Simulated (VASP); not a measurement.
A run of VASP 6.6.1 is set up as follows.

File INCAR:

```
SYSTEM = GaN
PREC = Accurate
ENCUT = 520
EDIFF = 1E-6
ISMEAR = 0
SIGMA = 0.05
LREAL = .FALSE.
LASPH = .TRUE.
NELM = 80
ALGO = Normal
ISIF = 2
LWAVE = .FALSE.
LCHARG = .TRUE.
GGA = PE
LELF = .TRUE.
LVHAR = .TRUE.
NBANDS = 66
```

The input KPOINTS:

```
Automatic mesh
0
G
  6 8 3
  0 0 0
```

Contents of POSCAR:

```
GaN
1.0
    4.5070012150      0.0000000000      0.0000000000
    0.0000000000      2.2535006075     -2.2535006075
    0.0000000000      6.7605018225      6.7605018225
Ga N
6 6
Direct
    0.0000000000      0.0000000000      0.0000000000
    0.5000000000      0.5000000000      0.1666666667
    0.0000000000      0.0000000000      0.3333333333
    0.5000000000      0.5000000000      0.5000000000
    0.0000000000      0.0000000000      0.6666666667
    0.5000000000      0.5000000000      0.8333333333
    0.7500000000      0.0000000000      0.5000000000
    0.2500000000      0.5000000000      0.6666666667
    0.7500000000      0.0000000000      0.8333333333
    0.2500000000      0.5000000000      1.0000000000
    0.7500000000      0.0000000000      0.1666666667
    0.2500000000      0.5000000000      0.3333333333
```

Potentials or basis: VASP PAW PBE potentials, release 64 (Ga_d, N).

Launch:

```bash
$ cat potpaw_PBE.64/Ga_d/POTCAR potpaw_PBE.64/N/POTCAR > POTCAR
$ mpirun -np 1 vasp_std > vasp.out
```

Q: What does it give for the band gap on the k mesh?

A: 1.72 eV.

Q: What does it give for the pressure?

A: 5.1 GPa.
